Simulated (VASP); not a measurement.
# SnO2 (Fm-3m) in VASP: a series of runs

SnO2 is run at these levels: PBE, LDA; tasks: single point.

All numbers are computed with VASP 6.6.1; they aren't measurements. Logs are shortened: lines on timing, memory, paths and dates and some standing lists are left out, and cuts for length are marked.

### Step 1. The cell of the first run

Symmetry: Fm-3m, No. 225, cubic system. The conventional cell has a = 5.067 Å, b = 5.067 Å, c = 5.067 Å, α = 90.00°, β = 90.00°, γ = 90.00°. Within 2.9 Å of Sn (site symmetry m-3m) lie 8 O at 2.19 Å. O (site symmetry -43m) has 4 Sn at 2.19 Å and 6 O at 2.53 Å within 2.9 Å.

### Step 2. Single point, PBE

File INCAR:

```
PREC     = Accurate       # precision mode
ENCUT    = 520            # plane-wave cutoff, eV
EDIFF    = 1E-6           # SCF threshold, eV
ISMEAR   = 0              # smearing method
SIGMA    = 0.01           # smearing width, eV
LREAL    = F              # projectors in reciprocal space
LASPH    = T              # aspherical terms in the spheres
NELM     = 80             # most SCF steps
ALGO     = Normal         # electronic algorithm
ISIF     = 2              # what is computed and relaxed
LWAVE    = F              # write WAVECAR
LCHARG   = F              # write CHGCAR
GGA      = PE             # functional
NBANDS   = 20             # bands
```

File KPOINTS:

```
Automatic mesh
0
Gamma
  6 6 6
```

File POSCAR:

```
SnO2
1.0
    0.0000000000      2.5334667554      2.5334667554
    2.5334667554      0.0000000000      2.5334667554
    2.5334667554      2.5334667554      0.0000000000
Sn O
1 2
Direct
    0.0000000000      0.0000000000      0.0000000000
    0.2500000000      0.2500000000      0.2500000000
    0.7500000000      0.7500000000      0.7500000000
```

Potentials or basis: VASP PAW PBE potentials, release 64 (Sn_d, O).

Launch:

```sh
$ cat potpaw_PBE.64/Sn_d/POTCAR potpaw_PBE.64/O/POTCAR > POTCAR
$ mpirun -np 1 vasp_std > vasp.out
```

OUTCAR:

```text
PREC = Accurate
   ENCUT = 520
   EDIFF = 1E-6
   ISMEAR = 0
   LREAL = F
   LASPH = T
   NELM = 80
   ISIF = 2
   GGA = PE

 ion  position               nearest neighbor table
   1  0.000  0.000  0.000-   3 2.19   3 2.19   3 2.19   2 2.19   3 2.19   2 2.19   2 2.19   2 2.19

   2  0.250  0.250  0.250-   1 2.19   1 2.19   1 2.19   1 2.19
   3  0.750  0.750  0.750-   1 2.19   1 2.19   1 2.19   1 2.19

  LATTYP: Found a face centered cubic cell.
 ALAT       =     5.0669335108

  Lattice vectors:

 A1 = (   0.0000000000,   2.5334667554,   2.5334667554)
 A2 = (   2.5334667554,   0.0000000000,   2.5334667554)
 A3 = (   2.5334667554,   2.5334667554,   0.0000000000)

Analysis of symmetry for initial positions (statically):
=====================================================================
 Subroutine PRICEL returns:
 Original cell was already a primitive cell.

 Routine SETGRP: Setting up the symmetry group for a
 face centered cubic supercell.

 Subroutine GETGRP returns: Found 48 space group operations
 (whereof 48 operations were pure point group operations)
 out of a pool of 48 trial point group operations.

The static configuration has the point symmetry O_h .

Analysis of symmetry for dynamics (positions and initial velocities):
=====================================================================
 Subroutine PRICEL returns:
 Original cell was already a primitive cell.

 Routine SETGRP: Setting up the symmetry group for a
 face centered cubic supercell.

 Subroutine GETGRP returns: Found 48 space group operations
 (whereof 48 operations were pure point group operations)
 out of a pool of 48 trial point group operations.

The dynamic configuration has the point symmetry O_h .

 Subroutine INISYM returns: Found 48 space group operations
 (whereof 48 operations are pure point group operations),
 and found     1 'primitive' translations

----------------------------------------------------------------------------------------

                                     Primitive cell

  volume of cell :      32.5219

  direct lattice vectors                    reciprocal lattice vectors
     0.000000000  2.533466755  2.533466755    -0.197358027  0.197358027  0.197358027
     2.533466755  0.000000000  2.533466755     0.197358027 -0.197358027  0.197358027
     2.533466755  2.533466755  0.000000000     0.197358027  0.197358027 -0.197358027

  length of vectors
     3.582863045  3.582863045  3.582863045     0.341834130  0.341834130  0.341834130

  position of ions in fractional coordinates (direct lattice)
     0.000000000  0.000000000  0.000000000
     0.250000000  0.250000000  0.250000000
     0.750000000  0.750000000  0.750000000

  ion indices of the primitive-cell ions
   primitive index   ion index
                 1           1
                 2           2
                 3           3

----------------------------------------------------------------------------------------

 KPOINTS: Automatic mesh

Automatic generation of k-mesh.
 Grid dimensions read from file:
 generate k-points for:    6    6    6

 Generating k-lattice:

  Cartesian coordinates                     Fractional coordinates (reciprocal lattice)
    -0.032893004  0.032893004  0.032893004     0.166666667  0.000000000  0.000000000
     0.032893004 -0.032893004  0.032893004     0.000000000  0.166666667  0.000000000
     0.032893004  0.032893004 -0.032893004     0.000000000  0.000000000  0.166666667

  Length of vectors
     0.056972355  0.056972355  0.056972355

  Shift w.r.t. Gamma in fractional coordinates (k-lattice)
     0.000000000  0.000000000  0.000000000

 Subroutine IBZKPT returns following result:
 ===========================================

 Found     16 irreducible k-points:

 Following reciprocal coordinates:
            Coordinates               Weight
  0.000000  0.000000  0.000000      1.000000
  0.166667  0.000000  0.000000      8.000000
  0.333333  0.000000  0.000000      8.000000
  0.500000  0.000000  0.000000      4.000000
  0.166667  0.166667  0.000000      6.000000
  0.333333  0.166667  0.000000     24.000000
[... 8 lines left out ...]
 -0.333333  0.333333  0.166667     24.000000
 -0.333333  0.500000  0.166667     12.000000
   k-points           NKPTS =     16   k-points in BZ     NKDIM =     16   number of bands    NBANDS=     20
   number of dos      NEDOS =    301   number of ions     NIONS =      3
   total plane-waves  NPLWV =  21952
   dimension x,y,z NGX =    28 NGY =   28 NGZ =   28
   dimension x,y,z NGXF=    56 NGYF=   56 NGZF=   56
   ions per type =               1   2
   NGX,Y,Z   is equivalent  to a cutoff of  12.99, 12.99, 12.99 a.u.
   NGXF,Y,Z  is equivalent  to a cutoff of  25.98, 25.98, 25.98 a.u.
 SYSTEM =  unknown system
   PREC   = accura    normal or accurate (medium, high low for compatibility)
   ISTART =      0    job   : 0-new  1-cont  2-samecut
   ICHARG =      2    charge: 1-file 2-atom 10-const
   ISPIN  =      1    spin polarized calculation?
   LNONCOLLINEAR =      F non collinear calculations
   LSORBIT =      F    spin-orbit coupling
   LASPH  =      T    aspherical Exc in radial PAW
   ENCUT  =  520.0 eV  38.22 Ry    6.18 a.u.   6.66  6.66  6.66*2*pi/ulx,y,z
   NELM   =     80;   NELMIN=  2; NELMDL= -5     # of ELM steps
   EDIFF  = 0.1E-05   stopping-criterion for ELM
   LREAL  =      F    real-space projection
   EDIFFG = 0.1E-04   stopping-criterion for IOM
   NSW    =      0    number of steps for IOM
   IBRION =     -1    ionic relax: 0-MD 1-quasi-New 2-CG
   NFREE  =      0    steps in history (QN), initial steepest desc. (CG)
   ISIF   =      2    stress and relaxation
   ISYM   =      2    0-nonsym 1-usesym 2-fastsym
   POTIM  = 0.5000    time-step for ionic-motion
   TEBEG  =    0.0;   TEEND  =   0.0 temperature during run
   PSTRESS=    0.0 pullay stress
   NELECT =      26.0000    total number of electrons
   NUPDOWN=      -1.0000    fix difference up-down
   EMIN   =  10.00;   EMAX   =-10.00  energy-range for DOS
   EFERMI =   0.00;   METHOD = LEGACY
   ISMEAR =     0;   SIGMA  =   0.01  broadening in eV -4-tet -1-fermi 0-gaus
   EFERMI_NEDOS =   21; number of points for ismear=-14 and -15
   IALGO  =     38    algorithm
   IMIX   =      4    mixing-type and parameters
     AMIX     =   0.40;   BMIX     =  1.00
     AMIX_MAG =   1.60;   BMIX_MAG =  1.00
  volume/ion in A,a.u.               =      10.84        73.16
  Fermi-wavevector in a.u.,A,eV,Ry     =   1.519407  2.871263 31.410370  2.308597
  Thomas-Fermi vector in A             =   2.628397
   LORBIT       =      0    0 simple, 1 ext, 2 COOP (PROOUT), +10 PAW based schemes
   GGA     = PE    functional components
   LHFCALC =     F    Hartree Fock is set to
   AEXX    =    0.0000 exact exchange contribution
   IVDW    =     0    specifies the selected vdW correction
   LEPSILON=     F    determine dielectric tensor
   LRPA    =     F    only Hartree local field effects (RPA)
 non-spin polarized calculation
 Gauss-broadening in eV      SIGMA  =   0.01
  energy-cutoff  :      520.00
  volume of cell :       32.52
 maximum number of plane-waves:       899
 NGX is ok and might be reduce to    28
   NGX = 13   NGY = 13   NGZ = 13

 number of electron      25.9999988 magnetization

 Free energy of the ion-electron system (eV)
  ---------------------------------------------------
  ext. energy  EPLUGINS =         0.00000000
  ---------------------------------------------------
  free energy    TOTEN  =       -17.86580871 eV

  energy without entropy =      -17.86580871  energy(sigma->0) =      -17.86580871

 E-fermi :   8.0762     XC(G=0): -11.9232

 val. band max:        8.0200256214   @ k =  -0.3333   0.5000   0.1667
 cond. band min:       8.3179479141   @ k =   0.0000   0.0000   0.0000
 fundamental gap:      0.2979222927
 Fermi energy:         8.0761782394

 k-point     1 :       0.0000    0.0000    0.0000
  band No.  band energies     occupation
      1     -12.5282      2.00000
      2     -12.5282      2.00000
      3     -12.5282      2.00000
      4     -12.3703      2.00000
      5     -12.3703      2.00000
      6     -11.6953      2.00000
[... 12 lines left out ...]
     19      23.3673      0.00000
     20      23.3673      0.00000

 k-point     2 :       0.1667    0.0000    0.0000
  band No.  band energies     occupation
      1     -12.6494      2.00000
      2     -12.5076      2.00000
      3     -12.5076      2.00000
      4     -12.3701      2.00000
      5     -12.3701      2.00000
      6     -11.3908      2.00000
[... 12 lines left out ...]
     19      23.4490      0.00000
     20      23.4490      0.00000

 k-point     3 :       0.3333    0.0000    0.0000
  band No.  band energies     occupation
      1     -12.9095      2.00000
      2     -12.4829      2.00000
      3     -12.4829      2.00000
      4     -12.3522      2.00000
      5     -12.3522      2.00000
      6     -10.4817      2.00000
[... 12 lines left out ...]
     19      23.5581      0.00000
     20      24.3721      0.00000

 k-point     4 :       0.5000    0.0000    0.0000
  band No.  band energies     occupation
      1     -13.0343      2.00000
      2     -12.4798      2.00000
      3     -12.4798      2.00000
      4     -12.3337      2.00000
      5     -12.3337      2.00000
      6      -9.5361      2.00000
[... 12 lines left out ...]
     19      23.4587      0.00000
     20      23.7543      0.00000

 k-point     5 :       0.1667    0.1667    0.0000
  band No.  band energies     occupation
      1     -12.6884      2.00000
      2     -12.4866      2.00000
      3     -12.4866      2.00000
      4     -12.3881      2.00000
      5     -12.3586      2.00000
      6     -11.3304      2.00000
[... 12 lines left out ...]
     19      23.6946      0.00000
     20      24.5700      0.00000
[... 169 lines left out ...]
      6      -9.9054      2.00000
[... 12 lines left out ...]
     19      25.2757      0.00000
     20      25.8486      0.00000

 k-point    14 :       0.5000    0.3333    0.1667
  band No.  band energies     occupation
      1     -12.9007      2.00000
      2     -12.6207      2.00000
      3     -12.4081      2.00000
      4     -12.4045      2.00000
      5     -12.3498      2.00000
      6      -9.8910      2.00000
[... 12 lines left out ...]
     19      24.2776      0.00000
     20      27.0205      0.00000

 k-point    15 :      -0.3333    0.3333    0.1667
  band No.  band energies     occupation
      1     -12.8737      2.00000
      2     -12.7414      2.00000
      3     -12.4051      2.00000
      4     -12.3922      2.00000
      5     -12.3477      2.00000
      6      -8.9363      2.00000
[... 12 lines left out ...]
     19      24.3489      0.00000
     20      27.1545      0.00000

 k-point    16 :      -0.3333    0.5000    0.1667
  band No.  band energies     occupation
      1     -12.9870      2.00000
      2     -12.6236      2.00000
      3     -12.4268      2.00000
      4     -12.3549      2.00000
      5     -12.3434      2.00000
      6      -9.3091      2.00000
[... 12 lines left out ...]
     19      25.3694      0.00000
     20      26.1610      0.00000

------------------------ aborting loop because EDIFF is reached ----------------------------------------

  FORCE on cell =-STRESS in cart. coord.  units (eV):
  Direction    XX          YY          ZZ          XY          YZ          ZX
  --------------------------------------------------------------------------------------
  -------------------------------------------------------------------------------------
  Total        2.0223901      2.0223901      2.0223901      0.0000000     -0.0000000      0.0000000
  in kB       99.6322407     99.6322407     99.6322407      0.0000000     -0.0000000      0.0000000
  external PRESSURE =      99.6322407 kB  Pullay stress =       0.0000000 kB

 VOLUME and BASIS-vectors are now :
 -----------------------------------------------------------------------------
  energy-cutoff  :      520.00
  volume of cell :       32.52
      direct lattice vectors                 reciprocal lattice vectors
     0.000000000  2.533466755  2.533466755    -0.197358027  0.197358027  0.197358027
     2.533466755  0.000000000  2.533466755     0.197358027 -0.197358027  0.197358027
     2.533466755  2.533466755  0.000000000     0.197358027  0.197358027 -0.197358027

 POSITION                                       TOTAL-FORCE (eV/Angst)
 -----------------------------------------------------------------------------------
      0.00000      0.00000      0.00000        -0.000000     -0.000000     -0.000000
      1.26673      1.26673      1.26673         0.000000      0.000000     -0.000000
      3.80020      3.80020      3.80020         0.000000      0.000000      0.000000
 -----------------------------------------------------------------------------------
    total drift:                               -0.000000     -0.000000      0.000000

  FREE ENERGIE OF THE ION-ELECTRON SYSTEM (eV)
  ---------------------------------------------------
  free  energy   TOTEN  =       -17.8658087115 eV

  energy  without entropy=      -17.8658087115  energy(sigma->0) =      -17.86580871
```

Wall time 5.6 s (1 thread of Intel Xeon 6975P-C (Granite Rapids), shared host); peak memory 0.15 GiB.

What came out:

| Property | Result |
| --- | --- |
| Free energy | -17.8658 eV |
| Pressure | 10.0 GPa |
| Band gap on the k mesh | 0.30 eV, indirect (least direct gap 1.68 eV) |

Levels at points of the mesh, in eV from the valence-band top:
```tsv
k point	band 10	band 11	band 12	band 13	band 14	band 15	band 16	band 17
(0.00, 0.00, 0.00)	-2.91	-1.38	-1.38	-1.38	0.30	7.15	7.15	7.15
(0.50, 0.00, 0.00)	-3.41	-3.41	-2.12	-2.12	4.93	8.07	10.48	10.48
(0.50, 0.50, 0.00)	-5.55	-0.18	-0.18	-0.10	3.32	7.28	9.97	12.34
```

Caveat: spin-orbit coupling is left out, which moves the levels of the heavy elements. A k mesh can miss the band edges.

(Part 1 of 2 ends here.)
